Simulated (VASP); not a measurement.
# Cr (Pm-3n) in VASP: relaxation of cell and atoms with PBEsol

Aim: the relaxation of cell and atoms of Cr with PBEsol.

All numbers are computed with VASP 6.6.1; they aren't measurements. Logs are shortened: lines on timing, memory, paths and dates and some standing lists are left out, and cuts for length are marked.

## Step 1: The cell of the first run

Symmetry: Pm-3n, No. 223, cubic system. Conventional cell: a = 4.488 Å, b = 4.488 Å, c = 4.488 Å, α = 90.00°, β = 90.00°, γ = 90.00°. Cr (site symmetry m-3) has 12 Cr at 2.51 Å within 3.3 Å. Within 3.0 Å of Cr (site symmetry -4m2) lie 14 Cr at 2.24 to 2.75 Å.

## Step 2: Relaxation of cell and atoms, PBEsol

Contents of INCAR:

```
  PREC = Accurate
  ENCUT = 600
  EDIFF = 1E-7
  ISMEAR = 0
  SIGMA = 0.1
  LREAL = False
  LASPH = True
  NELM = 60
  ALGO = Fast
  ISIF = 3
  LWAVE = False
  LCHARG = False
  GGA = PS
  IBRION = 2
  NSW = 100
  EDIFFG = -0.01
```

Contents of KPOINTS:

```
Automatic mesh
0
Gamma
  8 8 8
```

Contents of POSCAR:

```
Cr
1.0
    4.4876104336      0.0000000000      0.0000000000
    0.0000000000      4.4876104336      0.0000000000
    0.0000000000      0.0000000000      4.4876104336
Cr
8
Direct
    0.5000000000      0.5000000000      0.5000000000
    0.0000000000      0.0000000000      0.0000000000
    0.2500000000      0.0000000000      0.5000000000
    0.5000000000      0.2500000000      0.0000000000
    0.5000000000      0.7500000000      0.0000000000
    0.7500000000      0.0000000000      0.5000000000
    0.0000000000      0.5000000000      0.7500000000
    0.0000000000      0.5000000000      0.2500000000
```

Potentials or basis: VASP PAW PBE potentials, release 64 (Cr_pv).

Run with:

```console
> cat potpaw_PBE.64/Cr_pv/POTCAR > POTCAR
> mpirun -np 1 vasp_std > vasp.out
```

OUTCAR:

```text
PREC = Accurate
   ENCUT = 600
   EDIFF = 1E-7
   ISMEAR = 0
   LREAL = False
   LASPH = True
   NELM = 60
   ISIF = 3
   GGA = PS
   IBRION = 2
   NSW = 100
   EDIFFG = -0.01

 ion  position               nearest neighbor table
   1  0.500  0.500  0.500-   3 2.51   4 2.51   5 2.51   6 2.51   7 2.51   8 2.51   4 2.51   5 2.51
                             3 2.51   6 2.51   7 2.51   8 2.51
   2  0.000  0.000  0.000-   3 2.51   4 2.51   5 2.51   6 2.51   7 2.51   8 2.51   3 2.51   6 2.51
                             7 2.51   8 2.51   4 2.51   5 2.51
   3  0.250  0.000  0.500-   6 2.24   6 2.24   1 2.51   2 2.51   1 2.51   2 2.51   8 2.75   5 2.75
                             4 2.75   5 2.75   4 2.75   7 2.75   8 2.75   7 2.75
   4  0.500  0.250  0.000-   5 2.24   5 2.24   1 2.51   1 2.51   2 2.51   2 2.51   8 2.75   3 2.75
                             3 2.75   6 2.75   6 2.75   7 2.75   7 2.75   8 2.75
   5  0.500  0.750  0.000-   4 2.24   4 2.24   1 2.51   1 2.51   2 2.51   2 2.51   8 2.75   3 2.75
                             3 2.75   6 2.75   6 2.75   7 2.75   7 2.75   8 2.75
   6  0.750  0.000  0.500-   3 2.24   3 2.24   1 2.51   2 2.51   1 2.51   2 2.51   8 2.75   4 2.75
                             4 2.75   5 2.75   5 2.75   7 2.75   8 2.75   7 2.75
   7  0.000  0.500  0.750-   8 2.24   8 2.24   1 2.51   2 2.51   2 2.51   1 2.51   3 2.75   4 2.75
                             5 2.75   3 2.75   6 2.75   6 2.75   4 2.75   5 2.75
   8  0.000  0.500  0.250-   7 2.24   7 2.24   1 2.51   2 2.51   2 2.51   1 2.51   3 2.75   4 2.75
                             5 2.75   3 2.75   6 2.75   6 2.75   4 2.75   5 2.75

  LATTYP: Found a simple cubic cell.
 ALAT       =     4.4876104336

  Lattice vectors:

 A1 = (   4.4876104336,   0.0000000000,   0.0000000000)
 A2 = (   0.0000000000,   4.4876104336,   0.0000000000)
 A3 = (   0.0000000000,   0.0000000000,   4.4876104336)

Analysis of symmetry for initial positions (statically):
=====================================================================
 Subroutine PRICEL returns:
 Original cell was already a primitive cell.

 Routine SETGRP: Setting up the symmetry group for a
 simple cubic supercell.

 Subroutine GETGRP returns: Found 48 space group operations
 (whereof 24 operations were pure point group operations)
 out of a pool of 48 trial point group operations.

The static configuration has the point symmetry T_h .
 The point group associated with its full space group is O_h .

Analysis of symmetry for dynamics (positions and initial velocities):
=====================================================================
 Subroutine PRICEL returns:
 Original cell was already a primitive cell.

 Routine SETGRP: Setting up the symmetry group for a
 simple cubic supercell.

 Subroutine GETGRP returns: Found 48 space group operations
 (whereof 24 operations were pure point group operations)
 out of a pool of 48 trial point group operations.

The dynamic configuration has the point symmetry T_h .
 The point group associated with its full space group is O_h .

 Subroutine INISYM returns: Found 48 space group operations
 (whereof 24 operations are pure point group operations),
 and found     1 'primitive' translations

----------------------------------------------------------------------------------------

                                     Primitive cell

  volume of cell :      90.3744

  direct lattice vectors                    reciprocal lattice vectors
     4.487610434  0.000000000  0.000000000     0.222835742  0.000000000  0.000000000
     0.000000000  4.487610434  0.000000000     0.000000000  0.222835742  0.000000000
     0.000000000  0.000000000  4.487610434     0.000000000  0.000000000  0.222835742

  length of vectors
     4.487610434  4.487610434  4.487610434     0.222835742  0.222835742  0.222835742

  position of ions in fractional coordinates (direct lattice)
     0.500000000  0.500000000  0.500000000
     0.000000000  0.000000000  0.000000000
     0.250000000  0.000000000  0.500000000
     0.500000000  0.250000000  0.000000000
     0.500000000  0.750000000  0.000000000
     0.750000000  0.000000000  0.500000000
     0.000000000  0.500000000  0.750000000
     0.000000000  0.500000000  0.250000000

  ion indices of the primitive-cell ions
   primitive index   ion index
                 1           1
                 2           2
                 3           3
                 4           4
                 5           5
                 6           6
                 7           7
                 8           8

----------------------------------------------------------------------------------------

 KPOINTS: Automatic mesh

Automatic generation of k-mesh.
 Grid dimensions read from file:
 generate k-points for:    8    8    8

 Generating k-lattice:

  Cartesian coordinates                     Fractional coordinates (reciprocal lattice)
     0.027854468  0.000000000  0.000000000     0.125000000  0.000000000  0.000000000
     0.000000000  0.027854468  0.000000000     0.000000000  0.125000000  0.000000000
     0.000000000  0.000000000  0.027854468     0.000000000  0.000000000  0.125000000

  Length of vectors
     0.027854468  0.027854468  0.027854468

  Shift w.r.t. Gamma in fractional coordinates (k-lattice)
     0.000000000  0.000000000  0.000000000

 Subroutine IBZKPT returns following result:
 ===========================================

 Found     35 irreducible k-points:

 Following reciprocal coordinates:
            Coordinates               Weight
  0.000000  0.000000  0.000000      1.000000
  0.125000  0.000000  0.000000      6.000000
  0.250000  0.000000  0.000000      6.000000
  0.375000  0.000000  0.000000      6.000000
  0.500000  0.000000  0.000000      3.000000
  0.125000  0.125000  0.000000     12.000000
[... 16 lines left out ...]
  0.375000  0.375000  0.125000     24.000000
  0.500000  0.375000  0.125000     24.000000
 [... further k-points ...]
   k-points           NKPTS =     35   k-points in BZ     NKDIM =     35   number of bands    NBANDS=     57
   number of dos      NEDOS =    301   number of ions     NIONS =      8
   total plane-waves  NPLWV =  46656
   dimension x,y,z NGX =    36 NGY =   36 NGZ =   36
   dimension x,y,z NGXF=    72 NGYF=   72 NGZF=   72
   ions per type =               8
   NGX,Y,Z   is equivalent  to a cutoff of  13.34, 13.34, 13.34 a.u.
   NGXF,Y,Z  is equivalent  to a cutoff of  26.67, 26.67, 26.67 a.u.
 SYSTEM =  unknown system
   PREC   = accura    normal or accurate (medium, high low for compatibility)
   ISTART =      0    job   : 0-new  1-cont  2-samecut
   ICHARG =      2    charge: 1-file 2-atom 10-const
   ISPIN  =      1    spin polarized calculation?
   LNONCOLLINEAR =      F non collinear calculations
   LSORBIT =      F    spin-orbit coupling
   LASPH  =      T    aspherical Exc in radial PAW
   ENCUT  =  600.0 eV  44.10 Ry    6.64 a.u.   8.96  8.96  8.96*2*pi/ulx,y,z
   NELM   =     60;   NELMIN=  2; NELMDL= -5     # of ELM steps
   EDIFF  = 0.1E-06   stopping-criterion for ELM
   LREAL  =      F    real-space projection
   EDIFFG = -.1E-01   stopping-criterion for IOM
   NSW    =    100    number of steps for IOM
   IBRION =      2    ionic relax: 0-MD 1-quasi-New 2-CG
   NFREE  =      1    steps in history (QN), initial steepest desc. (CG)
   ISIF   =      3    stress and relaxation
   ISYM   =      2    0-nonsym 1-usesym 2-fastsym
   POTIM  = 0.5000    time-step for ionic-motion
   TEBEG  =    0.0;   TEEND  =   0.0 temperature during run
   PSTRESS=    0.0 pullay stress
   NELECT =      96.0000    total number of electrons
   NUPDOWN=      -1.0000    fix difference up-down
   EMIN   =  10.00;   EMAX   =-10.00  energy-range for DOS
   EFERMI =   0.00;   METHOD = LEGACY
   ISMEAR =     0;   SIGMA  =   0.10  broadening in eV -4-tet -1-fermi 0-gaus
   EFERMI_NEDOS =   21; number of points for ismear=-14 and -15
   IALGO  =     68    algorithm
   IMIX   =      4    mixing-type and parameters
     AMIX     =   0.40;   BMIX     =  1.00
     AMIX_MAG =   1.60;   BMIX_MAG =  1.00
  volume/ion in A,a.u.               =      11.30        76.23
  Fermi-wavevector in a.u.,A,eV,Ry     =   1.670386  3.156571 37.962817  2.790188
  Thomas-Fermi vector in A             =   2.755893
   LORBIT       =      0    0 simple, 1 ext, 2 COOP (PROOUT), +10 PAW based schemes
   GGA     = PS    functional components
   LHFCALC =     F    Hartree Fock is set to
   AEXX    =    0.0000 exact exchange contribution
   IVDW    =     0    specifies the selected vdW correction
   LEPSILON=     F    determine dielectric tensor
   LRPA    =     F    only Hartree local field effects (RPA)
 conjugate gradient relaxation of ions
 non-spin polarized calculation
 RMM-DIIS sequential band-by-band and
 Gauss-broadening in eV      SIGMA  =   0.10
  energy-cutoff  :      600.00
  volume of cell :       90.37
 maximum number of plane-waves:      3036
 NGX is ok and might be reduce to    36
   NGX = 17   NGY = 17   NGZ = 17

--------------------------------------- Ionic step        1  -------------------------------------------

 number of electron      96.0000029 magnetization

 Free energy of the ion-electron system (eV)
  ---------------------------------------------------
  ext. energy  EPLUGINS =         0.00000000
  ---------------------------------------------------
  free energy    TOTEN  =       -81.41351557 eV

  energy without entropy =      -81.39501993  energy(sigma->0) =      -81.40426775

------------------------ aborting loop because EDIFF is reached ----------------------------------------

  FORCE on cell =-STRESS in cart. coord.  units (eV):
  Direction    XX          YY          ZZ          XY          YZ          ZX
  --------------------------------------------------------------------------------------
  -------------------------------------------------------------------------------------
  Total       -0.2722823     -0.2722823     -0.2722823     -0.0000000      0.0000000      0.0000000
  in kB       -4.8270807     -4.8270807     -4.8270807     -0.0000000      0.0000000      0.0000000
  external PRESSURE =      -4.8270807 kB  Pullay stress =       0.0000000 kB
[... 69 lines left out ...]
  energy  without entropy=      -81.3944985018  energy(sigma->0) =      -81.40373044

--------------------------------------- Ionic step        3  -------------------------------------------

 number of electron      96.0000036 magnetization

 Free energy of the ion-electron system (eV)
  ---------------------------------------------------
  ext. energy  EPLUGINS =         0.00000000
  ---------------------------------------------------
  free energy    TOTEN  =       -81.41375334 eV

  energy without entropy =      -81.39526949  energy(sigma->0) =      -81.40451141

 E-fermi :  10.9994     XC(G=0): -13.9631

 val. band max:       10.9515025916   @ k =   0.5000   0.2500   0.1250
 cond. band min:      11.0121716455   @ k =   0.1250   0.1250   0.0000
 fundamental gap:      0.0606690539
 Fermi energy:        10.9994173128

 k-point     1 :       0.0000    0.0000    0.0000
  band No.  band energies     occupation
      1     -32.6057      2.00000
      2     -32.6057      2.00000
      3     -32.4799      2.00000
      4     -32.2544      2.00000
      5     -32.2544      2.00000
      6     -32.2544      2.00000
[... 1429 lines left out ...]
     56      12.3670      0.00000
     57      12.4288      0.00000

 [... further k-points ...]

------------------------ aborting loop because EDIFF is reached ----------------------------------------

  FORCE on cell =-STRESS in cart. coord.  units (eV):
  Direction    XX          YY          ZZ          XY          YZ          ZX
  --------------------------------------------------------------------------------------
  -------------------------------------------------------------------------------------
  Total        0.0008127      0.0008127      0.0008127      0.0000000      0.0000000     -0.0000000
  in kB        0.0144318      0.0144318      0.0144318      0.0000000      0.0000000     -0.0000000
  external PRESSURE =       0.0144318 kB  Pullay stress =       0.0000000 kB
[... 23 lines left out ...]
  FREE ENERGIE OF THE ION-ELECTRON SYSTEM (eV)
  ---------------------------------------------------
  free  energy   TOTEN  =       -81.4137533398 eV

  energy  without entropy=      -81.3952694901  energy(sigma->0) =      -81.40451141

 reached required accuracy - stopping structural energy minimisation
```

Wall time 6.5 min (1 thread of AMD EPYC 9R45 (Zen 5), shared host); peak memory 0.28 GiB.

What came out:

- Free energy: -81.4138 eV
- Relaxed volume: 11.28 Å³/atom
- Relaxed cell: a = 4.485 Å, b = 4.485 Å, c = 4.485 Å, α = 90.00°, β = 90.00°, γ = 90.00°
- Space group after relaxing (to 0.1 Å): Pm-3n (No. 223)
- Energy gained by relaxing: 0.0 meV/atom
- Ionic steps: 3
- Pressure after relaxing: 0.0 GPa
- Band gap on the k mesh: zero (bands 48 and 49 overlap by 0.56 eV)

Step by step:
| step | energy change (eV) | largest force (eV/Å) | pressure (GPa) | volume (Å³) |
| --- | --- | --- | --- | --- |
| 1 | 0.0000 | 0.0000 | -0.48 | 90.37 |
| 2 | 0.0006 | 0.0000 | 0.86 | 89.93 |
| 3 | -0.0002 | 0.0000 | 0.00 | 90.22 |

Final structure:
```
Cr
1.0
     4.48504    0.00000    0.00000
     0.00000    4.48504    0.00000
     0.00000    0.00000    4.48504
Cr
8
Direct
  0.50000 0.50000 0.50000
  0.00000 0.00000 0.00000
  0.25000 0.00000 0.50000
  0.50000 0.25000 0.00000
  0.50000 0.75000 0.00000
  0.75000 0.00000 0.50000
  0.00000 0.50000 0.75000
  0.00000 0.50000 0.25000
```

Levels at points of the mesh, in eV from the Fermi level:
```csv
k point,band 44,band 45,band 46,band 47,band 48,band 49,band 50,band 51,band 52,band 53
"(0.00, 0.00, 0.00)",-1.36,-1.10,-1.10,-0.34,-0.34,-0.34,0.84,0.84,0.84,0.92
"(0.50, 0.00, 0.00)",-0.92,-0.80,-0.80,-0.68,-0.68,0.33,0.33,0.40,0.40,0.63
"(0.50, 0.50, 0.00)",-1.22,-0.86,-0.59,-0.59,0.09,0.09,0.10,0.27,0.69,0.99
"(0.50, 0.50, 0.50)",-0.97,-0.97,-0.97,-0.97,-0.97,0.75,0.75,0.75,0.75,0.75
```

Caveat: the PAW data sets were made with another functional, which shifts forces and pressure a little; the run has no spin polarisation, though such a crystal can be magnetic. Spin polarisation is off, so any magnetic state and its effect on volume and gap are missing.
